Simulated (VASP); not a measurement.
# Yb (I4/mmm) in VASP: notebook

Runs on Yb. Level: PBE. Tasks: single point.

Everything below comes from runs of VASP 6.6.1. Logs are shortened: lines on timing, memory, paths and dates and some standing lists are left out, and cuts for length are marked.

## Step 1: The cell of the first run

It takes space group I4/mmm (No. 139, tetragonal). Conventional cell: a = 3.694 Å, b = 3.694 Å, c = 4.649 Å, α = 90.00°, β = 90.00°, γ = 90.00°. Within 4.6 Å of Yb (site symmetry 4/mmm) lie 12 Yb at 3.50 to 3.69 Å.

## Step 2: Single point, PBE (engineering shear strain xz +0.0000, normal strain along z -0.1100)

The input, INCAR:

```
ALGO = Fast
EDIFF = 1E-6
ENCUT = 520
GGA = PE
ISIF = 2
ISMEAR = 0
LASPH = T
LCHARG = F
LREAL = F
LWAVE = F
NBANDS = 18
NELM = 80
PREC = Accurate
SIGMA = 0.15
```

The input, KPOINTS:

```
k-points
0
Gamma
  14 14 14
```

The input, POSCAR:

```
Yb
1.0
    0.0000000000      2.6117894455      2.3244926065
    2.6117894455      0.0000000000      2.3244926065
    2.6117894455      2.6117894455      0.0000000000
Yb
1
Direct
    0.0000000000      0.0000000000      0.0000000000
```

Potentials or basis: VASP PAW PBE potentials, release 64 (Yb).

Launch:

```sh
$ cat potpaw_PBE.64/Yb/POTCAR > POTCAR
$ mpirun -np 1 vasp_std > vasp.out
```

OUTCAR:

```text
EDIFF = 1E-6
   ENCUT = 520
   GGA = PE
   ISIF = 2
   ISMEAR = 0
   LASPH = T
   LREAL = F
   NELM = 80
   PREC = Accurate

 ion  position               nearest neighbor table
   1  0.000  0.000  0.000-

  LATTYP: Found a body centered tetragonal cell.
 ALAT       =     3.6936280559
 C/A-ratio  =     1.2586500705

  Lattice vectors:

 A1 = (   0.0000000000,  -2.6117894455,  -2.3244926065)
 A2 = (   0.0000000000,   2.6117894455,  -2.3244926065)
 A3 = (   2.6117894455,   0.0000000000,   2.3244926065)

Analysis of symmetry for initial positions (statically):
=====================================================================
 Subroutine PRICEL returns:
 Original cell was already a primitive cell.

 Routine SETGRP: Setting up the symmetry group for a
 body centered tetragonal supercell.

 Subroutine GETGRP returns: Found 16 space group operations
 (whereof 16 operations were pure point group operations)
 out of a pool of 16 trial point group operations.

The static configuration has the point symmetry D_4h.

Analysis of symmetry for dynamics (positions and initial velocities):
=====================================================================
 Subroutine PRICEL returns:
 Original cell was already a primitive cell.

 Routine SETGRP: Setting up the symmetry group for a
 body centered tetragonal supercell.

 Subroutine GETGRP returns: Found 16 space group operations
 (whereof 16 operations were pure point group operations)
 out of a pool of 16 trial point group operations.

The dynamic configuration has the point symmetry D_4h.

 Subroutine INISYM returns: Found 16 space group operations
 (whereof 16 operations are pure point group operations),
 and found     1 'primitive' translations

----------------------------------------------------------------------------------------

                                     Primitive cell

  volume of cell :      31.7128

  direct lattice vectors                    reciprocal lattice vectors
     0.000000000  2.611789445  2.324492606    -0.191439628  0.191439628  0.215100706
     2.611789445  0.000000000  2.324492606     0.191439628 -0.191439628  0.215100706
     2.611789445  2.611789445  0.000000000     0.191439628  0.191439628 -0.215100706

  length of vectors
     3.496385274  3.496385274  3.693628056     0.345784002  0.345784002  0.345784002

  position of ions in fractional coordinates (direct lattice)
[... 74 lines left out ...]
   LASPH  =      T    aspherical Exc in radial PAW
   ENCUT  =  520.0 eV  38.22 Ry    6.18 a.u.   6.50  6.50  6.87*2*pi/ulx,y,z
   NELM   =     80;   NELMIN=  2; NELMDL= -5     # of ELM steps
   EDIFF  = 0.1E-05   stopping-criterion for ELM
   LREAL  =      F    real-space projection
   EDIFFG = 0.1E-04   stopping-criterion for IOM
   NSW    =      0    number of steps for IOM
   IBRION =     -1    ionic relax: 0-MD 1-quasi-New 2-CG
   NFREE  =      0    steps in history (QN), initial steepest desc. (CG)
   ISIF   =      2    stress and relaxation
   ISYM   =      2    0-nonsym 1-usesym 2-fastsym
   POTIM  = 0.5000    time-step for ionic-motion
   TEBEG  =    0.0;   TEEND  =   0.0 temperature during run
   PSTRESS=    0.0 pullay stress
   NELECT =      24.0000    total number of electrons
   NUPDOWN=      -1.0000    fix difference up-down
   EMIN   =  10.00;   EMAX   =-10.00  energy-range for DOS
   EFERMI =   0.00;   METHOD = LEGACY
   ISMEAR =     0;   SIGMA  =   0.15  broadening in eV -4-tet -1-fermi 0-gaus
   EFERMI_NEDOS =   21; number of points for ismear=-14 and -15
   IALGO  =     68    algorithm
   IMIX   =      4    mixing-type and parameters
     AMIX     =   0.40;   BMIX     =  1.00
     AMIX_MAG =   1.60;   BMIX_MAG =  1.00
  volume/ion in A,a.u.               =      31.71       214.01
  Fermi-wavevector in a.u.,A,eV,Ry     =   1.491880  2.819243 30.282548  2.225704
  Thomas-Fermi vector in A             =   2.604478
   LORBIT       =      0    0 simple, 1 ext, 2 COOP (PROOUT), +10 PAW based schemes
   GGA     = PE    functional components
   LHFCALC =     F    Hartree Fock is set to
   AEXX    =    0.0000 exact exchange contribution
   IVDW    =     0    specifies the selected vdW correction
   LEPSILON=     F    determine dielectric tensor
   LRPA    =     F    only Hartree local field effects (RPA)
 non-spin polarized calculation
 RMM-DIIS sequential band-by-band and
 Gauss-broadening in eV      SIGMA  =   0.15
  energy-cutoff  :      520.00
  volume of cell :       31.71
 maximum number of plane-waves:       870
 NGX is ok and might be reduce to    28
   NGX = 13   NGY = 13   NGZ = 13

 number of electron      24.0000007 magnetization

 Free energy of the ion-electron system (eV)
  ---------------------------------------------------
  ext. energy  EPLUGINS =         0.00000000
  ---------------------------------------------------
  free energy    TOTEN  =        -3.54967987 eV

  energy without entropy =       -3.53603927  energy(sigma->0) =       -3.54285957

 E-fermi :   1.9753     XC(G=0): -10.0064

 val. band max:        1.9744613934   @ k =  -0.2857   0.2143   0.5000
 cond. band min:       1.9894094214   @ k =  -0.3571   0.5000   0.1429
 fundamental gap:      0.0149480280
 Fermi energy:         1.9753066247

 k-point     1 :       0.0000    0.0000    0.0000
  band No.  band energies     occupation
      1     -49.6548      2.00000
      2     -21.7491      2.00000
      3     -21.7462      2.00000
      4     -21.7462      2.00000
      5      -3.4360      2.00000
      6       1.4464      2.00000
[... 481 lines left out ...]
      5      -1.4458      2.00000
      6       1.4552      2.00000
[... 10 lines left out ...]
     17       7.7919      0.00000
     18      12.6656      0.00000

 [... further k-points ...]

------------------------ aborting loop because EDIFF is reached ----------------------------------------

  FORCE on cell =-STRESS in cart. coord.  units (eV):
  Direction    XX          YY          ZZ          XY          YZ          ZX
  --------------------------------------------------------------------------------------
  -------------------------------------------------------------------------------------
  Total        0.4771633      0.4771633      0.3733992      0.0000000      0.0000000      0.0000000
  in kB       24.1069961     24.1069961     18.8646817      0.0000000      0.0000000      0.0000000
  external PRESSURE =      22.3595579 kB  Pullay stress =       0.0000000 kB

 VOLUME and BASIS-vectors are now :
 -----------------------------------------------------------------------------
  energy-cutoff  :      520.00
  volume of cell :       31.71
      direct lattice vectors                 reciprocal lattice vectors
     0.000000000  2.611789445  2.324492606    -0.191439628  0.191439628  0.215100706
     2.611789445  0.000000000  2.324492606     0.191439628 -0.191439628  0.215100706
     2.611789445  2.611789445  0.000000000     0.191439628  0.191439628 -0.215100706

 POSITION                                       TOTAL-FORCE (eV/Angst)
 -----------------------------------------------------------------------------------
      0.00000      0.00000      0.00000         0.000000     -0.000000      0.000000
 -----------------------------------------------------------------------------------
    total drift:                               -0.000000     -0.000000     -0.000000

  FREE ENERGIE OF THE ION-ELECTRON SYSTEM (eV)
  ---------------------------------------------------
  free  energy   TOTEN  =        -3.5496798714 eV

  energy  without entropy=       -3.5360392750  energy(sigma->0) =       -3.54285957
```

Wall time 5.2 min (1 thread of Intel Xeon Platinum 8488C (Sapphire Rapids), shared host); peak memory 0.29 GiB.

What came out:

```yaml
Free_energy: -3.5497 eV
Pressure: 2.2 GPa
Band_gap_on_the_k_mesh: zero (band 12 reaches 2.08 eV, above the bottom of band 13 at 1.66 eV)
```

Stress tensor (GPa, compression positive):
```
2.41 0.00 0.00
0.00 2.41 0.00
0.00 0.00 1.89
```

Caveat: the cell differs from its parent crystal (engineering shear strain xz +0.0000, normal strain along z -0.1100); spin-orbit coupling is left out, which moves the levels of the heavy elements. Spin polarisation is off, so any magnetic state and its effect on volume and gap are missing.

## Step 3: Single point, PBE (engineering shear strain xz +0.0000, normal strain along z -0.0825)

The input, INCAR:

```
ALGO = Fast
EDIFF = 1E-7
ENCUT = 520
GGA = PE
ISIF = 2
ISMEAR = 0
LASPH = T
LCHARG = T
LELF = T
LREAL = F
LVHAR = T
LWAVE = F
NBANDS = 18
NELM = 100
PREC = Accurate
SIGMA = 0.15
```

KPOINTS is that of step 2.

The input, POSCAR:

```
Yb
1.0
    0.0000000000      2.6117894455      2.3963168162
    2.6117894455      0.0000000000      2.3963168162
    2.6117894455      2.6117894455      0.0000000000
Yb
1
Direct
    0.0000000000      0.0000000000      0.0000000000
```

Potentials or basis: VASP PAW PBE potentials, release 64 (Yb).

Launch:

```sh
$ cat potpaw_PBE.64/Yb/POTCAR > POTCAR
$ mpirun -np 1 vasp_std > vasp.out
```

Wall time 7.1 min (1 thread of Intel Xeon Platinum 8488C (Sapphire Rapids), shared host); peak memory 0.29 GiB.

Results (log left out):

| Quantity | Value |
| --- | --- |
| Free energy | -3.5603 eV |
| Pressure | 1.5 GPa |
| Band gap on the k mesh | zero (band 12 reaches 1.95 eV, above the bottom of band 13 at 1.64 eV) |

Stress tensor (GPa, compression positive):
```
1.62 0.00 0.00
0.00 1.62 0.00
0.00 0.00 1.40
```

Levels at points of the mesh, in eV from the Fermi level:
| k point | band 8 | band 9 | band 10 | band 11 | band 12 | band 13 | band 14 | band 15 | band 16 | band 17 |
| --- | --- | --- | --- | --- | --- | --- | --- | --- | --- | --- |
| (0.00, 0.00, 0.00) | -0.43 | -0.39 | -0.30 | -0.30 | -0.30 | 2.78 | 2.78 | 3.43 | 4.71 | 5.72 |
| (0.50, 0.00, 0.00) | -0.43 | -0.40 | -0.32 | -0.31 | -0.29 | 0.78 | 2.28 | 3.18 | 6.70 | 7.38 |
| (0.50, 0.50, 0.00) | -0.42 | -0.41 | -0.33 | -0.32 | -0.32 | -0.25 | 2.87 | 7.07 | 7.47 | 7.49 |
| (0.50, 0.00, 0.50) | -0.41 | -0.39 | -0.35 | -0.34 | -0.33 | 0.09 | 1.75 | 6.76 | 7.12 | 8.31 |

Caveat: the cell differs from its parent crystal (engineering shear strain xz +0.0000, normal strain along z -0.0825); spin-orbit coupling is left out, which moves the levels of the heavy elements.

(Continued in part 2 of 3.)
